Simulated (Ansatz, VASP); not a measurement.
## One calculation of K, two programs

The input POSCAR:

```
K
1.0
   -2.6699463634      2.6699463634      2.6699463634
    2.6699463634     -2.6699463634      2.6699463634
    2.6699463634      2.6699463634     -2.6699463634
K
1
Direct
    0.0000000000      0.0000000000      0.0000000000
```

Contents of INCAR.step1:

```
SYSTEM = K
  PREC = Accurate
  ENCUT = 520
  ISMEAR = 1
  SIGMA = 0.3
  LREAL = .False.
  LASPH = .True.
  NELM = 100
  NBANDS = 10
  GGA = PE
  ALGO = Normal
  EDIFF = 1E-4
  LWAVE = .True.
  LCHARG = .False.
```

Contents of INCAR.step2:

```
SYSTEM = K
  PREC = Accurate
  ENCUT = 520
  EDIFF = 1E-6
  ISMEAR = 1
  SIGMA = 0.3
  LREAL = .False.
  LASPH = .True.
  NELM = 100
  ALGO = Normal
  ISIF = 2
  LWAVE = .False.
  LCHARG = .False.
  METAGGA = R2SCAN
  LMIXTAU = .True.
  NBANDS = 10
  ISTART = 1
```

KPOINTS

```
regular mesh
0
Gamma
  8 8 8
  0 0 0
```

Input for Ansatz:

```yaml
crystal:
  lattice:
    - [-2.6699463634, 2.6699463634, 2.6699463634]
    - [2.6699463634, -2.6699463634, 2.6699463634]
    - [2.6699463634, 2.6699463634, -2.6699463634]
  atoms:
    - { symbol: K, position: [0.0, 0.0, 0.0] }
hamiltonian:
  xc: r2scan
  pseudopotentials:
    kind: paw
    azcp:
      K: "pseudopotentials/K.paw.azcp"
basis:
  ecutwfc: 500
  fft_grid_basis: typed
kpoints:
  mp_grid: { grid: [8, 8, 8], shift: [0, 0, 0] }
magnetization:
  spin_polarized: false
scf:
  occupations: { method: methfessel_paxton, width: 0.3 }
  lower_state_search: "off"
output:
  stress: true
```

Alike in both runs: task single point; functional r2SCAN; k mesh 8 × 8 × 8; occupations methfessel-paxton of order 1, width 0.3 eV; no spin polarisation.

```csv
,VASP,Ansatz
version,VASP 6.6.1,Ansatz 0.2.0
potentials or method,"VASP PAW PBE potentials, release 64 (K_sv), cutoff 520 eV","plane waves (500 eV) with PAW, scalar-relativistic"
valence electrons in the cell,9,9
```

```csv
,VASP,Ansatz,Ansatz less VASP
pressure (GPa),0.0,0.0,+0.03
```

VASP's potentials were made for PBE, not for r2SCAN.
